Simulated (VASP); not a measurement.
Here is a VASP 6.6.1 calculation.

The input INCAR:

```
PREC = Accurate
ENCUT = 600
EDIFF = 1E-6
ISMEAR = 0
SIGMA = 0.02
LREAL = False
LASPH = True
NELM = 120
ALGO = Normal
ISIF = 2
LWAVE = False
LCHARG = True
GGA = PE
LELF = True
LVHAR = True
NBANDS = 11
GGA_COMPAT = False
```

The input KPOINTS:

```
regular mesh
0
Gamma
  12 12 12
```

POSCAR

```
C
1.0
    0.0000000000      1.7857952418      1.7857952418
    1.7857952418      0.0000000000      1.7857952418
    1.7857952418      1.7857952418      0.0000000000
C
2
Direct
    0.0000000000      0.0000000000      0.0000000000
    0.2500000000      0.2500000000      0.2500000000
```

Potentials or basis: VASP PAW PBE potentials, release 64 (C).

Command:

```sh
$ cat potpaw_PBE.64/C/POTCAR > POTCAR
$ mpirun -np 1 vasp_std > vasp.out
```

(1) Predict the pressure.

(2) Estimate the band gap on the k mesh.

Results:

(1) 0.0 GPa.

(2) 4.14 eV, indirect (least direct gap 5.58 eV).
